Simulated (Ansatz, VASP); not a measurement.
**Two plane-wave programs on CuSi4P3**

File INCAR:

```
PREC = Accurate
ENCUT = 520
EDIFF = 1E-7
ISMEAR = 0
SIGMA = 0.1
LREAL = False
LASPH = True
NELM = 100
ALGO = Normal
ISIF = 2
LWAVE = False
LCHARG = False
GGA = PS
NBANDS = 31
```

KPOINTS

```
regular mesh
0
Gamma
  3 3 3
```

The input POSCAR:

```
CuSi4P3
1.0
    1.9357869250      1.1176271022     11.5543338505
   -1.9357869250      1.1176271022     11.5543338505
    0.0000000000     -2.2352542045     11.5543338505
Si Cu P
4 1 3
Direct
    0.7505810000      0.7505810000      0.7505810000
    0.4980110000      0.4980110000      0.4980110000
    0.2502400000      0.2502400000      0.2502400000
    0.0631480000      0.0631480000      0.0631480000
    0.9944980000      0.9944980000      0.9944980000
    0.8164080000      0.8164080000      0.8164080000
    0.5632290000      0.5632290000      0.5632290000
    0.3138850000      0.3138850000      0.3138850000
```

Input for Ansatz:

```yaml
crystal:
  lattice:
    - [1.935786925, 1.1176271022, 11.5543338505]
    - [-1.935786925, 1.1176271022, 11.5543338505]
    - [0.0, -2.2352542045, 11.5543338505]
  atoms:
    - { symbol: Si, position: [0.750581, 0.750581, 0.750581] }
    - { symbol: Si, position: [0.498011, 0.498011, 0.498011] }
    - { symbol: Si, position: [0.25024, 0.25024, 0.25024] }
    - { symbol: Si, position: [0.063148, 0.063148, 0.063148] }
    - { symbol: Cu, position: [0.994498, 0.994498, 0.994498] }
    - { symbol: P, position: [0.816408, 0.816408, 0.816408] }
    - { symbol: P, position: [0.563229, 0.563229, 0.563229] }
    - { symbol: P, position: [0.313885, 0.313885, 0.313885] }
basis:
  ecutwfc: 420
kpoints:
  mp_grid: { grid: [3, 3, 3] }
hamiltonian:
  xc: pbesol
scf:
  occupations: { method: gaussian, width: 0.1 }
  max_iter: 20
output:
  forces: true
  stress: true
  eigenvalues: true
```

Alike in both runs: task single point; functional PBEsol; k mesh 3 × 3 × 3; occupations gaussian, width 0.1 eV; no spin polarisation.

|  | VASP | Ansatz |
| --- | --- | --- |
| version | VASP 6.6.1 | Ansatz 0.2.0 |
| potentials or method | VASP PAW PBE potentials, release 64 (Si, Cu, P), cutoff 520 eV | scalar-relativistic, plane waves, PAW |
| valence electrons in the cell | 42 | 50 |

```csv
,VASP,Ansatz,Ansatz less VASP
gap on the k mesh at the Fermi level (eV),none,none,-
pressure (GPa),-1.6,-1.8,-0.15
"traceless stress, the component that is largest in VASP (GPa)",-1.75,-1.71,+0.042
rms of the force components (eV/Å),0.127,0.130,+0.0035
```

VASP's potentials were made for PBE, not for PBEsol. Atom by atom the forces differ by 0.007 eV/Å (rms over components). A gap of «none» marks a metal or a gap that the smearing closes. With one functional, cell and mesh, what is left measures potentials, basis and numerics. VASP's potentials hold 42 valence electrons a cell and Ansatz's 50, so a difference there can come from the potentials and not from the codes.

The k mesh is coarse, so the values compare programs but aren't converged.
